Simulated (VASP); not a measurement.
Set up this calculation in VASP 6.6.1, as the native input.

| Quantity | Value |
| --- | --- |
| Task | electric field gradients |
| Functional | LDA |
| Potentials or basis | VASP PAW LDA potentials, release 64 (K_sv, Cl) |
| Cutoff | 520 eV |
| k mesh | 7 × 7 × 7 |
| Occupations | fermi-dirac, width 0.03 eV |
| Spin | no spin polarisation |
| Dipole correction | no |
| Further INCAR settings | ALGO = Normal; EDIFF = 1e-08; NBANDS = 15 |

The structure of KCl lies in POSCAR:

```
KCl
1.0
    0.0000000000      3.1134447711      3.1134447711
    3.1134447711      0.0000000000      3.1134447711
    3.1134447711      3.1134447711      0.0000000000
K Cl
1 1
Direct
    0.0000000000      0.0000000000      0.0000000000
    0.5000000000      0.5000000000      0.5000000000
```

These files were run (other wordings do the same):

INCAR

```
SYSTEM = KCl
  PREC = Accurate
  ENCUT = 520
  EDIFF = 1E-8
  ISMEAR = -1
  SIGMA = 0.03
  LREAL = .FALSE.
  LASPH = .TRUE.
  NELM = 60
  ALGO = Normal
  ISIF = 2
  LWAVE = .FALSE.
  LCHARG = .FALSE.
  GGA = CA
  LEFG = .TRUE.
  NBANDS = 15
```

KPOINTS

```
Automatic mesh
0
G
  7 7 7
  0 0 0
```

Potentials or basis: VASP PAW LDA potentials, release 64 (K_sv, Cl).

The run is started by

```console
$ cat potpaw_LDA.64/K_sv/POTCAR potpaw_LDA.64/Cl/POTCAR > POTCAR
$ mpirun -np 1 vasp_std > vasp.out
```

It gave:

```
Pressure                                : -1.4 GPa
Band gap on the k mesh                  : 4.85 eV
Largest electric field gradient by atom : zero within the noise of the run
```

Run time: 45 s on 1 thread of AMD EPYC 7R13 (shared host), peak memory 0.15 GiB.
